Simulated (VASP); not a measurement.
The system is Au.

```
Au
1.0
    -1.67908    1.67908    1.67908
     1.67908   -1.67908    1.67908
     1.67908    1.67908   -1.67908
Au
1
Direct
  0.00000 0.00000 0.00000
```

Program: VASP 6.6.1. Alike in all runs: task single point; no spin polarisation; cell as given; k mesh 11 × 11 × 11; cutoff (eV) 520; smearing fermi-dirac 0.05 eV.

**Question.** Order these runs on this cell by their pressure, lowest first.
A. level PBE; potentials or basis VASP PAW PBE potentials, release 64 (Au)
B. level LDA; potentials or basis VASP PAW LDA potentials, release 64 (Au)
C. level r2SCAN; potentials or basis VASP PAW PBE potentials, release 64 (Au)
D. level PBEsol; potentials or basis VASP PAW PBE potentials, release 64 (Au)

**Answer.** B (-16.4 GPa), D (-13.0 GPa), C (-8.4 GPa), A (-5.6 GPa).

Caveats: the PAW data sets were made with another functional, which shifts forces and pressure a little (some runs).
